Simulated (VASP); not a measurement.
Input of a VASP 6.6.1 run:

POSCAR

```
NbSi
1.0
    3.1564400000      0.0000000000      0.0000000000
    0.0000000000      3.1564400000      0.0000000000
    0.0000000000      0.0000000000      3.1564400000
Nb Si
1 1
Direct
    0.0000000000      0.0000000000      0.0000000000
    0.5000000000      0.5000000000      0.5000000000
```

INCAR.step1

```
PREC = Accurate
ENCUT = 600
EDIFF = 1E-5
ISMEAR = -1
SIGMA = 0.05
LREAL = False
LASPH = True
NELM = 60
ALGO = Normal
LWAVE = True
LCHARG = False
GGA = PE
NBANDS = 16
```

INCAR.step2

```
PREC = Accurate
ENCUT = 600
EDIFF = 1E-6
ISMEAR = -1
SIGMA = 0.05
LREAL = False
LASPH = True
NELM = 60
ALGO = Normal
ISIF = 3
LWAVE = False
LCHARG = False
GGA = B3
LHFCALC = True
AEXX = 0.2
AGGAX = 0.72
AGGAC = 0.81
ALDAC = 0.19
PRECFOCK = Normal
IBRION = 2
NSW = 60
EDIFFG = -0.01
ISTART = 1
```

File KPOINTS:

```
Automatic mesh
0
Gamma
  4 4 4
```

Potentials or basis: VASP PAW PBE potentials, release 64 (Nb_sv, Si).

The run is started by

```bash
$ cat potpaw_PBE.64/Nb_sv/POTCAR potpaw_PBE.64/Si/POTCAR > POTCAR
$ cp INCAR.step1 INCAR
$ mpirun -np 1 vasp_std > vasp.out
$ cp INCAR.step2 INCAR
$ mpirun -np 1 vasp_std > vasp.out
```

(1) Estimate the space group after relaxing (to 0.05 Å).

(2) Estimate the relaxed cell.

(3) What does it give for the relaxed volume?

## Answers

(1) Pm-3m (No. 221).

(2) a = 3.189 Å, b = 3.189 Å, c = 3.189 Å, α = 90.00°, β = 90.00°, γ = 90.00°.

(3) 16.22 Å³/atom.

Caveat: the k points lie up to 0.49 Å⁻¹ apart in the final cell; the PAW data sets were made with another functional, which shifts forces and pressure a little.
